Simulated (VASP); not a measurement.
# AlNi (Pm-3m) in VASP: further runs, part 2 of 2

VASP 6.6.1.

## Step 4: Single point, PBEsol

Input file INCAR:

```
  ALGO = Fast
  EDIFF = 1E-7
  ENCUT = 520
  GGA = PS
  ISIF = 2
  ISMEAR = 0
  LASPH = True
  LCHARG = False
  LREAL = False
  LWAVE = False
  NBANDS = 14
  NELM = 80
  PREC = Accurate
  SIGMA = 0.1
```

Input file KPOINTS:

```
k-points
0
Gamma
  14 14 14
```

Input file POSCAR:

```
AlNi
1.0
    2.8621655518      0.0000000000      0.0000000000
    0.0000000000      2.8621655518      0.0000000000
    0.0000000000      0.0000000000      2.8621655518
Al Ni
1 1
Direct
    0.0000000000      0.0000000000      0.0000000000
    0.5000000000      0.5000000000      0.5000000000
```

Potentials or basis: VASP PAW PBE potentials, release 64 (Al, Ni).

On the command line:

```console
$ cat potpaw_PBE.64/Al/POTCAR potpaw_PBE.64/Ni/POTCAR > POTCAR
$ mpirun -np 1 vasp_std > vasp.out
```

OUTCAR:

```text
EDIFF = 1E-7
   ENCUT = 520
   GGA = PS
   ISIF = 2
   ISMEAR = 0
   LASPH = True
   LREAL = False
   NELM = 80
   PREC = Accurate

 ion  position               nearest neighbor table
   1  0.000  0.000  0.000-   2 2.48   2 2.48   2 2.48   2 2.48   2 2.48   2 2.48   2 2.48   2 2.48

   2  0.500  0.500  0.500-   1 2.48   1 2.48   1 2.48   1 2.48   1 2.48   1 2.48   1 2.48   1 2.48

  LATTYP: Found a simple cubic cell.
 ALAT       =     2.8621655518

  Lattice vectors:

 A1 = (   2.8621655518,   0.0000000000,   0.0000000000)
 A2 = (   0.0000000000,   2.8621655518,   0.0000000000)
 A3 = (   0.0000000000,   0.0000000000,   2.8621655518)

Analysis of symmetry for initial positions (statically):
=====================================================================
 Subroutine PRICEL returns:
 Original cell was already a primitive cell.

 Routine SETGRP: Setting up the symmetry group for a
 simple cubic supercell.

 Subroutine GETGRP returns: Found 48 space group operations
 (whereof 48 operations were pure point group operations)
 out of a pool of 48 trial point group operations.

The static configuration has the point symmetry O_h .

Analysis of symmetry for dynamics (positions and initial velocities):
=====================================================================
 Subroutine PRICEL returns:
 Original cell was already a primitive cell.

 Routine SETGRP: Setting up the symmetry group for a
 simple cubic supercell.

 Subroutine GETGRP returns: Found 48 space group operations
 (whereof 48 operations were pure point group operations)
 out of a pool of 48 trial point group operations.

The dynamic configuration has the point symmetry O_h .

 Subroutine INISYM returns: Found 48 space group operations
 (whereof 48 operations are pure point group operations),
 and found     1 'primitive' translations

----------------------------------------------------------------------------------------

                                     Primitive cell

  volume of cell :      23.4468

  direct lattice vectors                    reciprocal lattice vectors
     2.862165552  0.000000000  0.000000000     0.349385800  0.000000000  0.000000000
     0.000000000  2.862165552  0.000000000     0.000000000  0.349385800  0.000000000
     0.000000000  0.000000000  2.862165552     0.000000000  0.000000000  0.349385800

  length of vectors
     2.862165552  2.862165552  2.862165552     0.349385800  0.349385800  0.349385800

  position of ions in fractional coordinates (direct lattice)
     0.000000000  0.000000000  0.000000000
     0.500000000  0.500000000  0.500000000

  ion indices of the primitive-cell ions
   primitive index   ion index
                 1           1
                 2           2

----------------------------------------------------------------------------------------

 KPOINTS: k-points

Automatic generation of k-mesh.
 Grid dimensions read from file:
 generate k-points for:   14   14   14

 Generating k-lattice:

  Cartesian coordinates                     Fractional coordinates (reciprocal lattice)
     0.024956129  0.000000000  0.000000000     0.071428571  0.000000000  0.000000000
     0.000000000  0.024956129  0.000000000     0.000000000  0.071428571  0.000000000
     0.000000000  0.000000000  0.024956129     0.000000000  0.000000000  0.071428571

  Length of vectors
     0.024956129  0.024956129  0.024956129

  Shift w.r.t. Gamma in fractional coordinates (k-lattice)
     0.000000000  0.000000000  0.000000000

 Subroutine IBZKPT returns following result:
 ===========================================

 Found    120 irreducible k-points:

 Following reciprocal coordinates:
            Coordinates               Weight
  0.000000  0.000000  0.000000      1.000000
  0.071429  0.000000  0.000000      6.000000
  0.142857  0.000000  0.000000      6.000000
  0.214286  0.000000  0.000000      6.000000
  0.285714  0.000000  0.000000      6.000000
  0.357143  0.000000  0.000000      6.000000
[... 16 lines left out ...]
  0.285714  0.214286  0.000000     24.000000
  0.357143  0.214286  0.000000     24.000000
 [... further k-points ...]
   k-points           NKPTS =    120   k-points in BZ     NKDIM =    120   number of bands    NBANDS=     14
   number of dos      NEDOS =    301   number of ions     NIONS =      2
   total plane-waves  NPLWV =  13824
   dimension x,y,z NGX =    24 NGY =   24 NGZ =   24
   dimension x,y,z NGXF=    48 NGYF=   48 NGZF=   48
   ions per type =               1   1
   NGX,Y,Z   is equivalent  to a cutoff of  13.94, 13.94, 13.94 a.u.
   NGXF,Y,Z  is equivalent  to a cutoff of  27.88, 27.88, 27.88 a.u.
 SYSTEM =  unknown system
   PREC   = accura    normal or accurate (medium, high low for compatibility)
   ISTART =      0    job   : 0-new  1-cont  2-samecut
   ICHARG =      2    charge: 1-file 2-atom 10-const
   ISPIN  =      1    spin polarized calculation?
   LNONCOLLINEAR =      F non collinear calculations
   LSORBIT =      F    spin-orbit coupling
   LASPH  =      T    aspherical Exc in radial PAW
   ENCUT  =  520.0 eV  38.22 Ry    6.18 a.u.   5.32  5.32  5.32*2*pi/ulx,y,z
   NELM   =     80;   NELMIN=  2; NELMDL= -5     # of ELM steps
   EDIFF  = 0.1E-06   stopping-criterion for ELM
   LREAL  =      F    real-space projection
   EDIFFG = 0.1E-05   stopping-criterion for IOM
   NSW    =      0    number of steps for IOM
   IBRION =     -1    ionic relax: 0-MD 1-quasi-New 2-CG
   NFREE  =      0    steps in history (QN), initial steepest desc. (CG)
   ISIF   =      2    stress and relaxation
   ISYM   =      2    0-nonsym 1-usesym 2-fastsym
   POTIM  = 0.5000    time-step for ionic-motion
   TEBEG  =    0.0;   TEEND  =   0.0 temperature during run
   PSTRESS=    0.0 pullay stress
   NELECT =      13.0000    total number of electrons
   NUPDOWN=      -1.0000    fix difference up-down
   EMIN   =  10.00;   EMAX   =-10.00  energy-range for DOS
   EFERMI =   0.00;   METHOD = LEGACY
   ISMEAR =     0;   SIGMA  =   0.10  broadening in eV -4-tet -1-fermi 0-gaus
   EFERMI_NEDOS =   21; number of points for ismear=-14 and -15
   IALGO  =     68    algorithm
   IMIX   =      4    mixing-type and parameters
     AMIX     =   0.40;   BMIX     =  1.00
     AMIX_MAG =   1.60;   BMIX_MAG =  1.00
  volume/ion in A,a.u.               =      11.72        79.11
  Fermi-wavevector in a.u.,A,eV,Ry     =   1.344914  2.541519 24.610134  1.808794
  Thomas-Fermi vector in A             =   2.472869
   LORBIT       =      0    0 simple, 1 ext, 2 COOP (PROOUT), +10 PAW based schemes
   GGA     = PS    functional components
   LHFCALC =     F    Hartree Fock is set to
   AEXX    =    0.0000 exact exchange contribution
   IVDW    =     0    specifies the selected vdW correction
   LEPSILON=     F    determine dielectric tensor
   LRPA    =     F    only Hartree local field effects (RPA)
 non-spin polarized calculation
 RMM-DIIS sequential band-by-band and
 Gauss-broadening in eV      SIGMA  =   0.10
  energy-cutoff  :      520.00
  volume of cell :       23.45
 maximum number of plane-waves:       651
 NGX is ok and might be reduce to    24
   NGX = 11   NGY = 11   NGZ = 11

 number of electron      13.0000011 magnetization

 Free energy of the ion-electron system (eV)
  ---------------------------------------------------
  ext. energy  EPLUGINS =         0.00000000
  ---------------------------------------------------
  free energy    TOTEN  =       -11.58708100 eV

  energy without entropy =      -11.58203193  energy(sigma->0) =      -11.58455646

 E-fermi :  10.1304     XC(G=0): -12.2618

 val. band max:       10.1223783619   @ k =   0.3571   0.2143   0.0714
 cond. band min:      10.1305581365   @ k =   0.3571   0.1429   0.1429
 fundamental gap:      0.0081797746
 Fermi energy:        10.1304287831

 k-point     1 :       0.0000    0.0000    0.0000
  band No.  band energies     occupation
      1      -1.1171      2.00000
      2       6.8265      2.00000
      3       6.8265      2.00000
      4       8.5759      2.00000
      5       8.5759      2.00000
      6       8.5759      2.00000
      7      15.7389      0.00000
      8      15.7389      0.00000
      9      15.7389      0.00000
     10      18.3685      0.00000
     11      18.3685      0.00000
     12      24.2423      0.00000
     13      31.2880      0.00000
     14      31.2880      0.00000
[... 375 lines left out ...]
 k-point    24 :       0.3571    0.2143    0.0000
  band No.  band energies     occupation
      1       1.9582      2.00000
      2       5.8328      2.00000
      3       7.2226      2.00000
      4       7.7744      2.00000
      5       8.0323      2.00000
      6       8.3788      2.00000
      7      10.0579      1.69502
      8      13.9690      0.00000
      9      18.0706      0.00000
     10      19.4308      0.00000
     11      21.8648      0.00000
     12      24.1698      0.00000
     13      26.4400      0.00000
     14      27.9742      0.00000

 [... further k-points ...]
[... 5 lines left out ...]
  --------------------------------------------------------------------------------------
  -------------------------------------------------------------------------------------
  Total        0.0249474      0.0249474      0.0249474     -0.0000000     -0.0000000     -0.0000000
  in kB        1.7047112      1.7047112      1.7047112     -0.0000000     -0.0000000     -0.0000000
  external PRESSURE =       1.7047112 kB  Pullay stress =       0.0000000 kB

 VOLUME and BASIS-vectors are now :
 -----------------------------------------------------------------------------
  energy-cutoff  :      520.00
  volume of cell :       23.45
      direct lattice vectors                 reciprocal lattice vectors
     2.862165552  0.000000000  0.000000000     0.349385800  0.000000000  0.000000000
     0.000000000  2.862165552  0.000000000     0.000000000  0.349385800  0.000000000
     0.000000000  0.000000000  2.862165552     0.000000000  0.000000000  0.349385800

 POSITION                                       TOTAL-FORCE (eV/Angst)
 -----------------------------------------------------------------------------------
      0.00000      0.00000      0.00000         0.000000      0.000000      0.000000
      1.43108      1.43108      1.43108         0.000000      0.000000      0.000000
 -----------------------------------------------------------------------------------
    total drift:                                0.000000      0.000000     -0.000000

  FREE ENERGIE OF THE ION-ELECTRON SYSTEM (eV)
  ---------------------------------------------------
  free  energy   TOTEN  =       -11.5870809962 eV

  energy  without entropy=      -11.5820319281  energy(sigma->0) =      -11.58455646
```

OSZICAR:

```text
N       E                     dE             d eps       ncg     rms          rms(c)
DAV:   1     0.403730084859E+02    0.40373E+02   -0.53925E+03  3408   0.970E+02
DAV:   2    -0.114594901097E+02   -0.51832E+02   -0.47080E+02  3612   0.182E+02
DAV:   3    -0.132087826343E+02   -0.17493E+01   -0.17285E+01  4176   0.371E+01
DAV:   4    -0.132314250631E+02   -0.22642E-01   -0.22635E-01  4076   0.385E+00
DAV:   5    -0.132320813786E+02   -0.65632E-03   -0.65630E-03  4268   0.716E-01    0.128E+01
RMM:   6    -0.152434160442E+02   -0.20113E+01   -0.15675E+01  4082   0.494E+01    0.172E+01
RMM:   7    -0.116045711191E+02    0.36388E+01   -0.43129E+00  3758   0.253E+01    0.124E+00
RMM:   8    -0.115982691319E+02    0.63020E-02   -0.90154E-02  3618   0.298E+00    0.757E-01
RMM:   9    -0.115914693647E+02    0.67998E-02   -0.31154E-02  3809   0.114E+00    0.591E-01
RMM:  10    -0.115870534836E+02    0.44159E-02   -0.85183E-03  4092   0.116E+00    0.139E-01
RMM:  11    -0.115872864995E+02   -0.23302E-03   -0.88396E-04  4500   0.349E-01    0.144E-01
RMM:  12    -0.115870691239E+02    0.21738E-03   -0.39878E-04  4399   0.221E-01    0.196E-02
RMM:  13    -0.115870792307E+02   -0.10107E-04   -0.99917E-05  4551   0.671E-02    0.841E-03
RMM:  14    -0.115870807465E+02   -0.15158E-05   -0.16388E-05  4893   0.289E-02    0.345E-03
RMM:  15    -0.115870815250E+02   -0.77850E-06   -0.18445E-06  4188   0.131E-02    0.802E-03
RMM:  16    -0.115870809969E+02    0.52807E-06   -0.95651E-07  4070   0.103E-02    0.449E-03
RMM:  17    -0.115870809962E+02    0.70690E-09   -0.31971E-07  3375   0.427E-03
   1 F= -.11587081E+02 E0= -.11584556E+02  d E =-.504907E-02
```

It took 84 s on 1 thread of Intel Xeon 8259CL, shared host; peak memory 0.14 GiB.

Results:

* Free energy: -11.5871 eV
* Pressure: 0.2 GPa

Levels at points of the mesh, in eV from the Fermi level:
| k point | band 3 | band 4 | band 5 | band 6 | band 7 | band 8 | band 9 | band 10 | band 11 | band 12 |
| --- | --- | --- | --- | --- | --- | --- | --- | --- | --- | --- |
| (0.00, 0.00, 0.00) | -3.30 | -1.55 | -1.55 | -1.55 | 5.61 | 5.61 | 5.61 | 8.24 | 8.24 | 14.11 |
| (0.50, 0.00, 0.00) | -2.81 | -2.28 | -2.28 | -1.46 | -0.63 | 8.35 | 10.12 | 10.12 | 11.12 | 11.12 |
| (0.50, 0.50, 0.00) | -2.90 | -2.90 | -2.11 | -2.11 | -1.01 | 1.52 | 2.62 | 12.54 | 15.31 | 15.31 |
| (0.50, 0.50, 0.50) | -4.17 | -0.98 | -0.98 | 1.99 | 1.99 | 1.99 | 3.93 | 4.59 | 4.59 | 4.59 |

Caveat: the PAW data sets were made with another functional, which shifts forces and pressure a little. Spin polarisation is off, so any magnetic state and its effect on volume and gap are missing.

## Step 5: The runs side by side

| k mesh | smearing | further INCAR settings | gap on the mesh (eV) | pressure (GPa) |
| --- | --- | --- | --- | --- |
| 24 × 24 × 24 | gaussian 0.15 eV | ALGO = Fast; EDIFF = 1e-06; NBANDS = 14 | none | -0.1 |
| 12 × 12 × 12 | gaussian 0.1 eV | ALGO = Fast; EDIFF = 1e-06; NBANDS = 14 | none | -0.2 |
| 14 × 14 × 14 | gaussian 0.1 eV | ALGO = Fast; EDIFF = 1e-07; NBANDS = 14 | none | 0.2 |

Alike in all rows: task single point; level PBEsol; potentials or basis VASP PAW PBE potentials, release 64 (Al, Ni); no spin polarisation; cell as given; cutoff (eV) 520.

Every run on the cell as given and a fine mesh finds a metal.

Caveats: the PAW data sets were made with another functional, which shifts forces and pressure a little.

Total energies depend on the potentials used, so only differences within one code and one set of settings carry meaning.
